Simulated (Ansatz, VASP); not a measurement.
**AlNi: VASP beside Ansatz**

POSCAR

```
AlNi
1.0
    1.9386940000     -1.9531901500      0.0000000000
    1.9386940000      1.9531901500      0.0000000000
    0.0000000000      0.0000000000      3.0994300413
Al Ni
1 1
Direct
    0.0000000000      0.0000000000      0.0000000000
    0.5193429185      0.5193429185      0.5000000000
```

INCAR.step1

```
PREC = Accurate
ENCUT = 520
ISMEAR = 0
SIGMA = 0.15
LREAL = False
LASPH = True
NELM = 60
NBANDS = 14
GGA = PE
ALGO = Normal
EDIFF = 1E-4
LWAVE = True
LCHARG = False
```

The input INCAR.step2:

```
PREC = Accurate
ENCUT = 520
EDIFF = 1E-6
ISMEAR = 0
SIGMA = 0.15
LREAL = False
LASPH = True
NELM = 60
ALGO = Normal
ISIF = 2
LWAVE = False
LCHARG = True
METAGGA = R2SCAN
LMIXTAU = True
LELF = True
LVHAR = True
NBANDS = 14
ISTART = 1
```

Contents of KPOINTS:

```
Automatic mesh
0
Gamma
  18 18 16
```

Input for Ansatz:

```yaml
crystal:
  lattice:
    - [1.938694, -1.95319015, 0.0]
    - [1.938694, 1.95319015, 0.0]
    - [0.0, 0.0, 3.0994300413]
  atoms:
    - { symbol: Al, position: [0.0, 0.0, 0.0] }
    - { symbol: Ni, position: [0.5193429185, 0.5193429185, 0.5] }
basis:
  ecutwfc: 500
kpoints:
  mp_grid: { grid: [18, 18, 16] }
hamiltonian:
  xc: r2scan
scf:
  occupations: { method: gaussian, width: 0.15 }
output:
  forces: true
  stress: true
  eigenvalues: true
```

Change from the starting cell: all Ni atoms moved +0.075 Å, as atom 2 along Cartesian [1 0 0].

Alike in both runs: task single point; functional r2SCAN; k mesh 18 × 18 × 16; occupations gaussian, width 0.15 eV; no spin polarisation.

```csv
,VASP,Ansatz
version,VASP 6.6.1,Ansatz 0.2.0
potentials or method,"VASP PAW PBE potentials, release 64 (Al, Ni), cutoff 520 eV","scalar-relativistic, plane waves, PAW"
valence electrons in the cell,13,21
```

Ansatz gave:

```
gap on the k mesh at the Fermi level (eV)                     : none
pressure (GPa)                                                : 1.0
traceless stress, the component that is largest in VASP (GPa) : -4.29
rms of the force components (eV/Å)                            : 0.271
```

Task: Which values does VASP return?

Result: gap on the k mesh at the Fermi level (eV): none; pressure (GPa): 0.8; traceless stress, the component that is largest in VASP (GPa): -4.46; rms of the force components (eV/Å): 0.272.

VASP's potentials were made for PBE, not for r2SCAN. Atom by atom the forces differ by 0.001 eV/Å (rms over components). A gap of «none» marks a metal or a gap that the smearing closes. With one functional, cell and mesh, what is left measures potentials, basis and numerics. VASP's potentials hold 13 valence electrons a cell and Ansatz's 21, so a difference there can come from the potentials and not from the codes.
